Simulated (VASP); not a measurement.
# Al (an interface model) in VASP: single point with PBE

Aim: the single point of Al (an interface model) with PBE.

Program: VASP 6.6.1. These are calculated values, not measurements. Logs are shortened: lines on timing, memory, paths and dates and some standing lists are left out, and cuts for length are marked.

## 1. The cell of the first run

The cell holds layers of an interface, 22 atoms: a = 2.858 Å, b = 4.950 Å, c = 27.108 Å, α = 90.00°, β = 90.00°, γ = 106.78°.

## 2. Single point, PBE

INCAR

```
PREC = Accurate
ENCUT = 520
EDIFF = 1E-6
ISMEAR = 0
SIGMA = 0.1
LREAL = Auto
LASPH = T
NELM = 100
ALGO = Normal
ISIF = 2
LWAVE = F
LCHARG = T
GGA = PE
LELF = T
LVHAR = T
NBANDS = 50
```

KPOINTS

```
Automatic mesh
0
Gamma
  12 12 2
```

POSCAR

```
Al
1.0
    2.8577415360      0.0000000000      0.0000000000
   -1.4288707680      4.7390282114      0.0000000000
    0.0000000000      0.0000000000     27.1079918758
Al
22
Direct
    0.0000000000      0.0000000000      0.0000000000
    0.1818181818      0.3636363636      0.1348545209
    0.3636363636      0.7272727273      0.2697090417
    0.4545454545      0.9090909091      0.0899030139
    0.0909090909      0.1818181818      0.3146605487
    0.2727272727      0.5454545455      0.4495150695
    0.6363636364      0.2727272727      0.2247575348
    0.8181818182      0.6363636364      0.3596120556
    0.7272727273      0.4545454545      0.0449515070
    0.9090909091      0.8181818182      0.1798060278
    0.5454545455      0.0909090909      0.4045635626
    0.1818181818      0.3636363636      0.8596120556
    0.3636363636      0.7272727273      0.7247575348
    0.4545454545      0.9090909091      0.9045635626
    0.0909090909      0.1818181818      0.6798060278
    0.2727272727      0.5454545455      0.5449515070
    0.6363636364      0.2727272727      0.7697090417
    0.8181818182      0.6363636364      0.6348545209
    0.7272727273      0.4545454545      0.9495150695
    0.9090909091      0.8181818182      0.8146605487
    0.5454545455      0.0909090909      0.5899030139
    0.0000000000      0.0000000000      0.5000000000
```

Potentials or basis: VASP PAW PBE potentials, release 64 (Al).

Run with:

```sh
$ cat potpaw_PBE.64/Al/POTCAR > POTCAR
$ mpirun -np 1 vasp_std > vasp.out
```

OUTCAR:

```text
PREC = Accurate
   ENCUT = 520
   EDIFF = 1E-6
   ISMEAR = 0
   LREAL = Auto
   LASPH = T
   NELM = 100
   ISIF = 2
   GGA = PE

 ion  position               nearest neighbor table
   1  0.000  0.000  0.000-   4 2.86   4 2.86   9 2.86   9 2.86   9 2.86  19 2.92  19 2.92  19 2.92
                            14 2.99  14 2.99
   2  0.182  0.364  0.135-  10 2.86  10 2.86  10 2.86   9 2.86   7 2.86   9 2.86   7 2.86   4 2.86
                             4 2.86   4 2.86
   3  0.364  0.727  0.270-   7 2.86   7 2.86   7 2.86  10 2.86   8 2.86  10 2.86   8 2.86   5 2.86
                             5 2.86   5 2.86
   4  0.455  0.909  0.090-   9 2.86   9 2.86   9 2.86   1 2.86  10 2.86   1 2.86  10 2.86   2 2.86
                             2 2.86   2 2.86
   5  0.091  0.182  0.315-   8 2.86   8 2.86   8 2.86   7 2.86  11 2.86   7 2.86  11 2.86   3 2.86
                             3 2.86   3 2.86
   6  0.273  0.545  0.450-  16 2.59  11 2.86  11 2.86  11 2.86   8 2.86   8 2.86  22 2.92  22 2.92
                            22 2.92
   7  0.636  0.273  0.225-   3 2.86   3 2.86   3 2.86   2 2.86   5 2.86   2 2.86   5 2.86  10 2.86
                            10 2.86  10 2.86
   8  0.818  0.636  0.360-   5 2.86   5 2.86   5 2.86   6 2.86   3 2.86   6 2.86   3 2.86  11 2.86
                            11 2.86  11 2.86
   9  0.727  0.455  0.045-  19 2.59   4 2.86   4 2.86   4 2.86   2 2.86   2 2.86   1 2.86   1 2.86
[... 13 lines left out ...]
  16  0.273  0.545  0.545-   6 2.59  21 2.86  21 2.86  21 2.86  18 2.86  18 2.86  22 2.86  22 2.86
                            22 2.86
  17  0.636  0.273  0.770-  13 2.86  13 2.86  13 2.86  15 2.86  12 2.86  15 2.86  12 2.86  20 2.86
                            20 2.86  20 2.86
  18  0.818  0.636  0.635-  15 2.86  15 2.86  15 2.86  16 2.86  13 2.86  13 2.86  16 2.86  21 2.86
                            21 2.86  21 2.86
  19  0.727  0.455  0.950-   9 2.59  14 2.86  14 2.86  14 2.86  12 2.86  12 2.86   1 2.92   1 2.92
                             1 2.92
  20  0.909  0.818  0.815-  12 2.86  12 2.86  12 2.86  13 2.86  14 2.86  13 2.86  14 2.86  17 2.86
                            17 2.86  17 2.86
  21  0.545  0.091  0.590-  16 2.86  16 2.86  16 2.86  22 2.86  15 2.86  15 2.86  22 2.86  18 2.86
                            18 2.86  18 2.86
  22  0.000  0.000  0.500-  21 2.86  21 2.86  16 2.86  16 2.86  16 2.86   6 2.92   6 2.92   6 2.92
                            11 2.99  11 2.99

  LATTYP: Found a base centered orthorhombic cell.
 ALAT       =     2.8577415360
 B/A-ratio  =     3.3166247904
 C/A-ratio  =     9.4858095228

  Lattice vectors:

 A1 = (   1.4288707680,  -4.7390282114,   0.0000000000)
 A2 = (   1.4288707680,   4.7390282114,   0.0000000000)
 A3 = (   0.0000000000,   0.0000000000,  27.1079918758)

Analysis of symmetry for initial positions (statically):
=====================================================================
 Subroutine PRICEL returns:
 Original cell was already a primitive cell.

[... 178 lines left out ...]
   ISMEAR =     0;   SIGMA  =   0.10  broadening in eV -4-tet -1-fermi 0-gaus
   EFERMI_NEDOS =   21; number of points for ismear=-14 and -15
   IALGO  =     38    algorithm
   IMIX   =      4    mixing-type and parameters
     AMIX     =   0.40;   BMIX     =  1.00
     AMIX_MAG =   1.60;   BMIX_MAG =  1.00
  volume/ion in A,a.u.               =      16.69       112.61
  Fermi-wavevector in a.u.,A,eV,Ry     =   0.923960  1.746030 11.615310  0.853701
  Thomas-Fermi vector in A             =   2.049653
   LORBIT       =      0    0 simple, 1 ext, 2 COOP (PROOUT), +10 PAW based schemes
   GGA     = PE    functional components
   LHFCALC =     F    Hartree Fock is set to
   AEXX    =    0.0000 exact exchange contribution
   IVDW    =     0    specifies the selected vdW correction
   LEPSILON=     F    determine dielectric tensor
   LRPA    =     F    only Hartree local field effects (RPA)
 non-spin polarized calculation
 Gauss-broadening in eV      SIGMA  =   0.10
  energy-cutoff  :      520.00
  volume of cell :      367.12
 maximum number of plane-waves:      9960
 NGX is ok and might be reduce to    24
   NGX = 11   NGY = 19   NGZ =101

 number of electron      66.0000000 magnetization

 Free energy of the ion-electron system (eV)
  ---------------------------------------------------
  ext. energy  EPLUGINS =         0.00000000
  ---------------------------------------------------
  free energy    TOTEN  =       -82.07675945 eV

  energy without entropy =      -82.02820232  energy(sigma->0) =      -82.05248089

 E-fermi :   7.8671     XC(G=0): -10.1506

 val. band max:        7.8567596072   @ k =   0.4167  -0.0000   0.0000
 cond. band min:       7.8680137735   @ k =  -0.2500   0.0833   0.5000
 fundamental gap:      0.0112541662
 Fermi energy:         7.8671044722

 k-point     1 :       0.0000    0.0000    0.0000
  band No.  band energies     occupation
      1      -3.2014      2.00000
      2      -3.0641      2.00000
      3      -2.9188      2.00000
      4      -2.4465      2.00000
      5      -2.3126      2.00000
      6      -1.4313      2.00000
[... 1141 lines left out ...]
     44       9.6440      0.00000
     45       9.6887      0.00000

 [... further k-points ...]

 [bands above 45 left out]

------------------------ aborting loop because EDIFF is reached ----------------------------------------

  FORCE on cell =-STRESS in cart. coord.  units (eV):
  Direction    XX          YY          ZZ          XY          YZ          ZX
  --------------------------------------------------------------------------------------
  -------------------------------------------------------------------------------------
  Total        0.4289313     -1.4305793      0.1281750      0.0000000      0.0000000      0.0000000
  in kB        1.8719263     -6.2432818      0.5593768      0.0000000      0.0000000      0.0000000
  external PRESSURE =      -1.2706596 kB  Pullay stress =       0.0000000 kB

 VOLUME and BASIS-vectors are now :
 -----------------------------------------------------------------------------
  energy-cutoff  :      520.00
  volume of cell :      367.12
      direct lattice vectors                 reciprocal lattice vectors
     2.857741536  0.000000000  0.000000000     0.349926677  0.105506863  0.000000000
    -1.428870768  4.739028211  0.000000000     0.000000000  0.211013726  0.000000000
     0.000000000  0.000000000 27.107991876     0.000000000  0.000000000  0.036889490

 POSITION                                       TOTAL-FORCE (eV/Angst)
 -----------------------------------------------------------------------------------
      0.00000      0.00000      0.00000        -0.000000     -0.131714     -0.279747
     -0.00000      1.72328      3.65564        -0.000000      0.010346     -0.000737
     -0.00000      3.44657      7.31127         0.000000     -0.009617     -0.006466
     -0.00000      4.30821      2.43709         0.000000     -0.021415     -0.007738
      0.00000      0.86164      8.52982         0.000000      0.012404      0.014984
     -0.00000      2.58492     12.18545        -0.000000     -0.046147     -0.444185
[... 14 lines left out ...]
      1.42887      0.43082     15.99109        -0.000000      0.021415     -0.007738
      0.00000      0.00000     13.55400         0.000000      0.131714     -0.279747
 -----------------------------------------------------------------------------------
    total drift:                               -0.000000      0.000000      0.011686

  FREE ENERGIE OF THE ION-ELECTRON SYSTEM (eV)
  ---------------------------------------------------
  free  energy   TOTEN  =       -82.0767594492 eV

  energy  without entropy=      -82.0282023230  energy(sigma->0) =      -82.05248089
```

OSZICAR:

```text
N       E                     dE             d eps       ncg     rms          rms(c)
DAV:   1     0.841183887422E+02    0.84118E+02   -0.22932E+04  8600   0.106E+03
DAV:   2    -0.734673274230E+02   -0.15759E+03   -0.14822E+03 10260   0.139E+02
DAV:   3    -0.823810084079E+02   -0.89137E+01   -0.84774E+01 10942   0.259E+01
DAV:   4    -0.825860828135E+02   -0.20507E+00   -0.20181E+00 10432   0.389E+00
DAV:   5    -0.825892066256E+02   -0.31238E-02   -0.31167E-02 10576   0.535E-01    0.608E+00
DAV:   6    -0.822887242574E+02    0.30048E+00   -0.14095E-01 10520   0.135E+00    0.361E+00
DAV:   7    -0.821803589027E+02    0.10837E+00   -0.49792E-01  9940   0.276E+00    0.923E-01
DAV:   8    -0.820760796166E+02    0.10428E+00   -0.29219E-01  9750   0.214E+00    0.399E-01
DAV:   9    -0.820774305188E+02   -0.13509E-02   -0.28395E-02 10298   0.589E-01    0.370E-01
DAV:  10    -0.820772271025E+02    0.20342E-03   -0.81397E-04 10266   0.117E-01    0.250E-01
DAV:  11    -0.820768623976E+02    0.36470E-03   -0.52027E-04 10408   0.847E-02    0.108E-01
DAV:  12    -0.820767757398E+02    0.86658E-04   -0.60717E-04  9832   0.927E-02    0.657E-02
DAV:  13    -0.820767577568E+02    0.17983E-04   -0.11239E-04 10010   0.402E-02    0.370E-02
DAV:  14    -0.820767602656E+02   -0.25088E-05   -0.17456E-05 10396   0.147E-02    0.338E-02
DAV:  15    -0.820767616998E+02   -0.14343E-05   -0.69901E-07  5782   0.325E-03    0.195E-02
DAV:  16    -0.820767585584E+02    0.31414E-05   -0.75590E-07  5686   0.300E-03    0.114E-02
DAV:  17    -0.820767594492E+02   -0.89076E-06   -0.37877E-07  5134   0.213E-03
   1 F= -.82076759E+02 E0= -.82052481E+02  d E =-.485571E-01
```

Run time: 29 min. Hardware: 1 thread of Intel Xeon Platinum 8488C (Sapphire Rapids), shared host; peak memory 1.1 GiB.

Results:

- Free energy: -82.0768 eV
- Pressure: -0.1 GPa
- Largest force: 0.519 eV/Å
- Band gap on the k mesh: zero (band 33 reaches 10.95 eV, above the bottom of band 34 at 6.72 eV)

Forces on the atoms (eV/Å):
```
Al   0.000 -0.132 -0.280
Al   0.000  0.010 -0.001
Al   0.000 -0.010 -0.006
Al   0.000 -0.021 -0.008
Al   0.000  0.012  0.015
Al   0.000 -0.046 -0.444
Al   0.000  0.011  0.013
Al   0.000  0.001  0.008
Al   0.000  0.076  0.514
Al   0.000 -0.010 -0.012
Al   0.000 -0.017  0.201
Al   0.000 -0.001  0.008
Al   0.000 -0.011  0.013
Al   0.000  0.017  0.201
Al   0.000  0.010 -0.012
Al   0.000 -0.076  0.514
Al   0.000  0.010 -0.006
Al   0.000 -0.010 -0.001
Al   0.000  0.046 -0.444
Al   0.000 -0.012  0.015
Al   0.000  0.021 -0.008
Al   0.000  0.132 -0.280
```
